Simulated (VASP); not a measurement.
# SiC (Moissanite) (P6_3mc) in VASP: settings compared

Aim: see how the results for SiC (Moissanite) move with the level of theory and the settings. Levels: PBE, LDA. Tasks: elastic constants, vibrations by perturbation theory.

Program: VASP 6.6.1. These are calculated values, not measurements. Logs are shortened: lines on timing, memory, paths and dates and some standing lists are left out, and cuts for length are marked.

### 1 The cell of the first run

It takes space group P6_3mc (No. 186, hexagonal). Conventional cell: a = 3.076 Å, b = 3.076 Å, c = 5.048 Å, α = 90.00°, β = 90.00°, γ = 120.00°. Within 2.5 Å of Si (site symmetry 3m) lie 4 C at 1.87 to 1.94 Å. Within 2.5 Å of C (site symmetry 3m) lie 4 Si at 1.87 to 1.94 Å.

### 2 Elastic constants, PBE

INCAR reads:

```
PREC     = Accurate       # precision mode
ENCUT    = 600            # plane-wave cutoff, eV
EDIFF    = 1E-8           # SCF threshold, eV
ISMEAR   = 0              # smearing method
SIGMA    = 0.01           # smearing width, eV
LREAL    = F              # projectors in reciprocal space
LASPH    = T              # aspherical terms in the spheres
NELM     = 80             # most SCF steps
ALGO     = Normal         # electronic algorithm
ISIF     = 3              # what is computed and relaxed
LWAVE    = F              # write WAVECAR
LCHARG   = F              # write CHGCAR
GGA      = PE             # functional
NBANDS   = 16             # bands
IBRION   = 6              # ionic algorithm
NFREE    = 2            
POTIM    = 0.015          # step
NSW      = 1              # ionic steps
```

KPOINTS reads:

```
regular mesh
0
Gamma
  8 8 5
```

POSCAR reads:

```
SiC
1.0
    3.0760000000      0.0000000000      0.0000000000
   -1.5380000000      2.6638941420      0.0000000000
    0.0000000000      0.0000000000      5.0480000000
Si C
2 2
Direct
    0.6666666667      0.3333333333      0.5000000000
    0.3333333333      0.6666666667      0.0000000000
    0.6666666667      0.3333333333      0.8850000000
    0.3333333333      0.6666666667      0.3850000000
```

Potentials or basis: VASP PAW PBE potentials, release 64 (Si, C).

Started as:

```bash
$ cat potpaw_PBE.64/Si/POTCAR potpaw_PBE.64/C/POTCAR > POTCAR
$ mpirun -np 1 vasp_std > vasp.out
```

OUTCAR:

```text
PREC = Accurate
   ENCUT = 600
   EDIFF = 1E-8
   ISMEAR = 0
   LREAL = F
   LASPH = T
   NELM = 80
   ISIF = 3
   GGA = PE
   IBRION = 6
   NFREE = 2
   POTIM = 0.015
   NSW = 1

 ion  position               nearest neighbor table
   1  0.667  0.333  0.500-   4 1.87   4 1.87   4 1.87   3 1.94   2 3.09   2 3.09   2 3.09   2 3.09
                             2 3.09   2 3.09
   2  0.333  0.667  0.000-   3 1.87   3 1.87   3 1.87   4 1.94   1 3.09   1 3.09   1 3.09   1 3.09
                             1 3.09   1 3.09
   3  0.667  0.333  0.885-   2 1.87   2 1.87   2 1.87   1 1.94
   4  0.333  0.667  0.385-   1 1.87   1 1.87   1 1.87   2 1.94

  LATTYP: Found a hexagonal cell.
 ALAT       =     3.0760000000
 C/A-ratio  =     1.6410923277

  Lattice vectors:

 A1 = (   3.0760000000,   0.0000000000,   0.0000000000)
 A2 = (  -1.5380000000,   2.6638941420,   0.0000000000)
 A3 = (   0.0000000000,   0.0000000000,   5.0480000000)

Analysis of symmetry for initial positions (statically):
=====================================================================
 Subroutine PRICEL returns:
 Original cell was already a primitive cell.

 Routine SETGRP: Setting up the symmetry group for a
 hexagonal supercell.

 Subroutine GETGRP returns: Found 12 space group operations
 (whereof  6 operations were pure point group operations)
 out of a pool of 24 trial point group operations.

The static configuration has the point symmetry C_3v.
 The point group associated with its full space group is C_6v.

Analysis of symmetry for dynamics (positions and initial velocities):
=====================================================================
 Subroutine PRICEL returns:
 Original cell was already a primitive cell.

 Routine SETGRP: Setting up the symmetry group for a
 hexagonal supercell.

 Subroutine GETGRP returns: Found 12 space group operations
 (whereof  6 operations were pure point group operations)
 out of a pool of 24 trial point group operations.

The dynamic configuration has the point symmetry C_3v.
 The point group associated with its full space group is C_6v.

 Subroutine INISYM returns: Found 12 space group operations
 (whereof  6 operations are pure point group operations),
 and found     1 'primitive' translations

----------------------------------------------------------------------------------------

                                     Primitive cell

  volume of cell :      41.3640

  direct lattice vectors                    reciprocal lattice vectors
     3.076000000  0.000000000  0.000000000     0.325097529  0.187695146  0.000000000
    -1.538000000  2.663894142  0.000000000     0.000000000  0.375390292  0.000000000
     0.000000000  0.000000000  5.048000000     0.000000000  0.000000000  0.198098257

  length of vectors
     3.076000000  3.076000000  5.048000000     0.375390292  0.375390292  0.198098257

  position of ions in fractional coordinates (direct lattice)
     0.666666667  0.333333333  0.500000000
     0.333333333  0.666666667  0.000000000
     0.666666667  0.333333333  0.885000000
     0.333333333  0.666666667  0.385000000

  ion indices of the primitive-cell ions
   primitive index   ion index
                 1           1
                 2           2
                 3           3
                 4           4

----------------------------------------------------------------------------------------

 KPOINTS: regular mesh

Automatic generation of k-mesh.
 Grid dimensions read from file:
 generate k-points for:    8    8    5

 Generating k-lattice:

  Cartesian coordinates                     Fractional coordinates (reciprocal lattice)
     0.040637191  0.023461893  0.000000000     0.125000000  0.000000000  0.000000000
     0.000000000  0.046923787  0.000000000     0.000000000  0.125000000  0.000000000
     0.000000000  0.000000000  0.039619651     0.000000000  0.000000000  0.200000000

  Length of vectors
[... 77 lines left out ...]
  Fermi-wavevector in a.u.,A,eV,Ry     =   1.192817  2.254098 19.358549  1.422813
  Thomas-Fermi vector in A             =   2.328847
   LORBIT       =      0    0 simple, 1 ext, 2 COOP (PROOUT), +10 PAW based schemes
   GGA     = PE    functional components
   LHFCALC =     F    Hartree Fock is set to
   AEXX    =    0.0000 exact exchange contribution
   IVDW    =     0    specifies the selected vdW correction
   LEPSILON=     F    determine dielectric tensor
   LRPA    =     F    only Hartree local field effects (RPA)
 finite differences with symmetry
 non-spin polarized calculation
 Gauss-broadening in eV      SIGMA  =   0.01
  energy-cutoff  :      600.00
  volume of cell :       41.36
 maximum number of plane-waves:      1393
 NGX is ok and might be reduce to    28
   NGX = 13   NGY = 13   NGZ = 21

--------------------------------------- Ionic step        1  -------------------------------------------

 number of electron      16.0000001 magnetization

 Free energy of the ion-electron system (eV)
  ---------------------------------------------------
  ext. energy  EPLUGINS =         0.00000000
  ---------------------------------------------------
  free energy    TOTEN  =       -30.06895745 eV

  energy without entropy =      -30.06895745  energy(sigma->0) =      -30.06895745

------------------------ aborting loop because EDIFF is reached ----------------------------------------

  FORCE on cell =-STRESS in cart. coord.  units (eV):
  Direction    XX          YY          ZZ          XY          YZ          ZX
  --------------------------------------------------------------------------------------
  -------------------------------------------------------------------------------------
  Total        1.3212147      1.3212147      0.0679407      0.0000000      0.0000000      0.0000000
  in kB       51.1754093     51.1754093      2.6315874      0.0000000      0.0000000      0.0000000
  external PRESSURE =      34.9941353 kB  Pullay stress =       0.0000000 kB
[... 95 lines left out ...]
  FREE ENERGIE OF THE ION-ELECTRON SYSTEM (eV)
  ---------------------------------------------------
  free  energy   TOTEN  =       -30.0316503229 eV

  energy  without entropy=      -30.0316503229  energy(sigma->0) =      -30.03165032

[... ionic steps 4 to 18 ...]

--------------------------------------- Ionic step       19  -------------------------------------------

 number of electron      16.0000000 magnetization

------------------------ aborting loop because EDIFF is reached ----------------------------------------
[... 71 lines left out ...]
--------------------------------------- Ionic step       21  -------------------------------------------

 number of electron      16.0000000 magnetization

 Free energy of the ion-electron system (eV)
  ---------------------------------------------------
  ext. energy  EPLUGINS =         0.00000000
  ---------------------------------------------------
  free energy    TOTEN  =       -30.07785073 eV

  energy without entropy =      -30.07785073  energy(sigma->0) =      -30.07785073

 E-fermi :   8.4771     XC(G=0): -11.3485

 val. band max:        8.3678966374   @ k =   0.0000   0.0000   0.0000
 cond. band min:      10.9559226425   @ k =   0.3750   0.2500   0.0000
 fundamental gap:      2.5880260051
 Fermi energy:         8.4771494523

 k-point     1 :       0.0000    0.0000    0.0000
  band No.  band energies     occupation
      1      -7.3142      2.00000
      2      -3.8015      2.00000
      3      -0.3079      2.00000
      4       6.8674      2.00000
      5       6.8674      2.00000
      6       8.1548      2.00000
[... 433 lines left out ...]
      3       0.8404      2.00000
      4       1.5910      2.00000
      5       4.8988      2.00000
      6       5.6469      2.00000
[... 8 lines left out ...]
     15      19.5365      0.00000
     16      20.1540      0.00000

 [... further k-points ...]
[... 5 lines left out ...]
  --------------------------------------------------------------------------------------
  -------------------------------------------------------------------------------------
  Total        1.2426365      1.2426365      0.1760292     -0.0000000      0.0000000      0.0000000
  in kB       48.1317953     48.1317953      6.8182476     -0.0000000      0.0000000      0.0000000
  external PRESSURE =      34.3606127 kB  Pullay stress =       0.0000000 kB
[... 19 lines left out ...]
  FREE ENERGIE OF THE ION-ELECTRON SYSTEM (eV)
  ---------------------------------------------------
  free  energy   TOTEN  =       -30.0778507253 eV

  energy  without entropy=      -30.0778507253  energy(sigma->0) =      -30.07785073

 INTERNAL STRAIN TENSORS FROM STRAINED CELLS
 ============================================

 INTERNAL STRAIN TENSOR FOR ION    1 for displacements in x,y,z  (eV/Angst):
          X           Y           Z          XY          YZ          ZX
  --------------------------------------------------------------------------------
  x    -0.00000     0.00000     0.00000     9.25670    -0.00000    -5.68079
  y     9.28693    -9.31888     0.00000     0.00004    -6.42853     0.00001
  z    -5.30717    -5.31467     5.97424    -0.00004     0.00211    -0.00002

 INTERNAL STRAIN TENSORS FROM DISPLACED ATOMS
 ============================================

 INTERNAL STRAIN TENSOR FOR ION    1 for displacements in x,y,z  (eV/Angst):
          X           Y           Z          XY          YZ          ZX
  --------------------------------------------------------------------------------
  x    -0.00000    -0.00000     0.00000     9.27187     0.00000    -5.68667
  y     9.27187    -9.27187     0.00000     0.00000    -5.68667     0.00000
  z    -5.29108    -5.29108     6.67303     0.00000     0.00000     0.00000

 INTERNAL STRAIN TENSOR FOR ION    4 for displacements in x,y,z  (eV/Angst):
          X           Y           Z          XY          YZ          ZX
  --------------------------------------------------------------------------------
  x     0.00000     0.00000    -0.00000   -11.09465     0.00000     5.68748
  y   -11.09465    11.09465     0.00000     0.00000     5.68748     0.00000
  z     5.29192     5.29192    -6.67879    -0.00000    -0.00000     0.00000

 Eigenvectors and eigenvalues of the dynamical matrix
 ----------------------------------------------------

   1 f  =   24.818511 THz   155.939301 2PiTHz  827.856404 cm-1   102.641066 meV
             X         Y         Z           dx          dy          dz
      1.538000  0.887965  2.524000    -0.387011    0.000004   -0.000000
     -0.000000  1.775929  0.000000    -0.387011    0.000004   -0.000000
      1.538000  0.887965  4.467480     0.591796   -0.000005    0.000000
     -0.000000  1.775929  1.943480     0.591796   -0.000005   -0.000000
[... 71 lines left out ...]
  12 f/i=    0.000368 THz     0.002311 2PiTHz    0.012269 cm-1     0.001521 meV
             X         Y         Z           dx          dy          dz
      1.538000  0.887965  2.524000    -0.000000    0.000000   -0.591789
     -0.000000  1.775929  0.000000    -0.000000    0.000000   -0.591789
      1.538000  0.887965  4.467480    -0.000000    0.000000   -0.387022
     -0.000000  1.775929  1.943480    -0.000000    0.000000   -0.387022

--------------------------------------------------------------------------------------------------------

 ELASTIC MODULI CONTR FROM IONIC RELAXATION (kBar)
 Direction    XX          YY          ZZ          XY          YZ          ZX
 --------------------------------------------------------------------------------
 XX        -597.7041    298.4346    188.7836     -0.0000      0.0000     -0.0000
 YY         298.4346   -597.7041    188.7836     -0.0000     -0.0000      0.0000
 ZZ         188.7836    188.7836   -238.1748      0.0000      0.0000     -0.0000
 XY          -0.0000     -0.0000      0.0000   -448.0694     -0.0000      0.0000
 YZ           0.0000     -0.0000      0.0000     -0.0000   -118.1663     -0.0000
 ZX          -0.0000      0.0000     -0.0000      0.0000     -0.0000   -118.1663
 --------------------------------------------------------------------------------

 TOTAL ELASTIC MODULI (kBar)
 Direction    XX          YY          ZZ          XY          YZ          ZX
 --------------------------------------------------------------------------------
 XX        5188.0280   1179.2370    567.5812     -0.0000      0.0000     -0.0000
 YY        1179.2370   5188.0280    567.5812     -0.0000     -0.0000      0.0000
 ZZ         567.5812    567.5812   4956.1442      0.0000      0.0000     -0.0000
 XY          -0.0000     -0.0000      0.0000   2004.3955     -0.0000      0.0000
 YZ           0.0000     -0.0000      0.0000     -0.0000   1561.8063     -0.0000
 ZX          -0.0000      0.0000     -0.0000      0.0000     -0.0000   1561.8063
 --------------------------------------------------------------------------------
```

Wall time 6.7 min (1 thread of Intel Xeon 6975P-C (Granite Rapids), shared host); peak memory 0.34 GiB.

What came out:

```yaml
Voigt_bulk_modulus: 222 GPa
Highest_phonon_frequency_at_Γ_LO-TO_splitting_left_out: 828 cm⁻¹
```

Phonon frequencies in cm⁻¹ (negative: imaginary):
```csv
q point,frequencies
"(0.000, 0.000, 0.000)",0 0 0 261 261 556 684 787 796 796 828 828
```

Elastic tensor in Voigt notation (GPa, in the Cartesian axes of the cell as first typed):
```
519 118  57   0   0   0
118 519  57   0   0   0
 57  57 496   0   0   0
  0   0   0 156   0   0
  0   0   0   0 156   0
  0   0   0   0   0 200
```

Clamped-ion elastic tensor (GPa):
```
579  88  38   0   0   0
 88 579  38   0   0   0
 38  38 519   0   0   0
  0   0   0 168   0   0
  0   0   0   0 168   0
  0   0   0   0   0 245
```

Caveat: the cell is under stress, which shifts elastic constants.

### 3 Elastic constants, LDA

INCAR reads:

```
SYSTEM = SiC
ALGO     = Normal         ! electronic algorithm
EDIFF    = 1E-8           ! SCF threshold, eV
ENCUT    = 600            ! plane-wave cutoff, eV
IBRION   = 6              ! ionic algorithm
ISIF     = 3              ! what is computed and relaxed
ISMEAR   = 0              ! smearing method
LASPH    = .TRUE.         ! aspherical terms in the spheres
LCHARG   = .FALSE.        ! write CHGCAR
LREAL    = .FALSE.        ! projectors in reciprocal space
LWAVE    = .FALSE.        ! write WAVECAR
NELM     = 60             ! most SCF steps
NFREE    = 2            
NSW      = 1              ! ionic steps
POTIM    = 0.015          ! step
PREC     = Accurate       ! precision mode
SIGMA    = 0.01           ! smearing width, eV
```

KPOINTS reads:

```
k-points
0
G
  8 8 5
  0 0 0
```

POSCAR is that of step 2.

Potentials or basis: VASP PAW LDA potentials, release 64 (Si, C).

Started as:

```bash
$ cat potpaw_LDA.64/Si/POTCAR potpaw_LDA.64/C/POTCAR > POTCAR
$ mpirun -np 1 vasp_std > vasp.out
```

Wall time 7.9 min (1 thread of AMD EPYC 9R45 (Zen 5), shared host); peak memory 0.26 GiB.

Results (log left out):

| Item | Value |
| --- | --- |
| Voigt bulk modulus | 217 GPa |
| Highest phonon frequency at Γ, LO-TO splitting left out | 819 cm⁻¹ |

Phonon frequencies in cm⁻¹ (negative: imaginary):
```
              q point                                frequencies
(0.000, 0.000, 0.000)  0 0 0 262 262 551 678 783 786 786 819 819
```

Elastic tensor in Voigt notation (GPa, in the Cartesian axes of the cell as first typed):
```
514 112  53   0   0   0
112 514  53   0   0   0
 53  53 490   0   0   0
  0   0   0 157   0   0
  0   0   0   0 157   0
  0   0   0   0   0 201
```

Clamped-ion elastic tensor (GPa):
```
568  85  37   0   0   0
 85 568  37   0   0   0
 37  37 509   0   0   0
  0   0   0 167   0   0
  0   0   0   0 167   0
  0   0   0   0   0 242
```

Caveat: the cell is under stress, which shifts elastic constants.

(Part 1 of 2 ends here.)
